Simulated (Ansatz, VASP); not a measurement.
**One calculation of TiTe2, two programs**

```xyz
3
Lattice="3.7770 0.0000 0.2478 -1.8885 3.2710 -0.1239 0.4263 0.0000 6.4980" Properties=species:S:1:pos:R:3 pbc="T T T"
Ti    0.0000    0.0000    0.0000
Te    2.0005    1.0903    1.8316
Te    0.3142    2.1807    4.7903
```

Change from the starting cell: strain +0.1312 x Voigt [0, 0, 0, 0, 1, 0], atoms carried along.

Alike in both runs: task single point; functional PBE; k mesh 12 × 12 × 8; occupations gaussian, width 0.15 eV; no spin polarisation.

|  | VASP | Ansatz |
| --- | --- | --- |
| version | VASP 6.6.1 | Ansatz 0.2.0 |
| potentials or method | VASP PAW PBE potentials, release 64 (Ti_sv, Te), cutoff 520 eV | scalar-relativistic, plane waves, PAW |
| valence electrons in the cell | 24 | 44 |

|  | VASP | Ansatz | Ansatz less VASP |
| --- | --- | --- | --- |
| gap on the k mesh at the Fermi level (eV) | none | none | - |
| pressure (GPa) | 2.5 | 2.5 | +0.03 |
| traceless stress, the component that is largest in VASP (GPa) | -7.65 | -7.66 | -0.009 |
| rms of the force components (eV/Å) | 0.464 | 0.462 | -0.0017 |

Atom by atom the forces differ by 0.004 eV/Å (rms over components). A gap of «none» marks a metal or a gap that the smearing closes. VASP's potentials hold 24 valence electrons a cell and Ansatz's 44, so a difference there can come from the potentials and not from the codes.

Neither program's run includes spin-orbit coupling.
